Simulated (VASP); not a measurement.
A run of VASP 6.6.1 is set up as follows.

File INCAR:

```
PREC = Accurate ; ENCUT = 520
EDIFF = 1E-6 ; ISMEAR = 0
SIGMA = 0.05 ; LREAL = F
LASPH = T ; NELM = 80
ALGO = Normal ; ISIF = 2
LWAVE = F ; LCHARG = F
GGA = PE ; NBANDS = 14
```

KPOINTS

```
Automatic mesh
0
Gamma
  10 10 10
```

Contents of POSCAR:

```
NaI
1.0
    0.0000000000      3.2514760149      3.2514760149
    3.2514760149      0.0000000000      3.2514760149
    3.2514760149      3.2514760149      0.0000000000
Na I
1 1
Direct
    0.0000000000      0.0000000000      0.0000000000
    0.5000000000      0.5000000000      0.5000000000
```

Potentials or basis: VASP PAW PBE potentials, release 64 (Na_pv, I).

The run is started by

```console
$ cat potpaw_PBE.64/Na_pv/POTCAR potpaw_PBE.64/I/POTCAR > POTCAR
$ mpirun -np 1 vasp_std > vasp.out
```

Question: Predict the band gap on the k mesh.

Answer: 3.60 eV.

Question: What does it give for the pressure?

Answer: 0.2 GPa.

Caveat: spin-orbit coupling is left out, which moves the levels of the heavy elements. PBE gaps usually lie below the measured ones, often by a third to a half.
